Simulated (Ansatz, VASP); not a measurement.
# One calculation of CaTl3Ir, two programs

```
Ca Ir Tl
1.0
     3.98250    0.00000    0.00000
     1.99125   -6.24196    0.00000
     0.00000    0.00000   -9.23978
Ca Ir Tl
2 2 6
Direct
  0.74920 0.50160 0.75000
  0.25080 0.49840 0.25000
  0.00000 0.00000 0.00000
  0.00000 0.00000 0.50000
  0.07790 0.84420 0.75000
  0.92210 0.15580 0.25000
  0.36580 0.26840 0.55480
  0.63420 0.73160 0.05480
  0.63420 0.73160 0.44520
  0.36580 0.26840 0.94520
```

Alike in both runs: task single point; functional LDA; k mesh 5 × 5 × 2; occupations methfessel-paxton of order 1, width 0.0185 eV; no spin polarisation.

```csv
,VASP,Ansatz
version,VASP 6.6.1,Ansatz 0.2.0
potentials or method,"VASP PAW LDA potentials, release 64 (Ca_sv, Ir, Tl_d), cutoff 520 eV",PAW plane waves
valence electrons in the cell,116,132
```

Ansatz gave:

```
gap on the k mesh at the Fermi level (eV)                     : none
pressure (GPa)                                                : 9.1
traceless stress, the component that is largest in VASP (GPa) : 3.81
rms of the force components (eV/Å)                            : 0.327
```

**Question.** Estimate VASP's values.

**Answer.** gap on the k mesh at the Fermi level (eV): none; pressure (GPa): 9.6; traceless stress, the component that is largest in VASP (GPa): 3.86; rms of the force components (eV/Å): 0.332.

LDA's correlation is that of Perdew and Zunger in VASP and of Perdew and Wang (1992) in Ansatz. Atom by atom the forces differ by 0.013 eV/Å (rms over components). A gap of «none» marks a metal or a gap that the smearing closes. VASP's potentials hold 116 valence electrons a cell and Ansatz's 132, so a difference there can come from the potentials and not from the codes.

Neither program's run includes spin-orbit coupling.
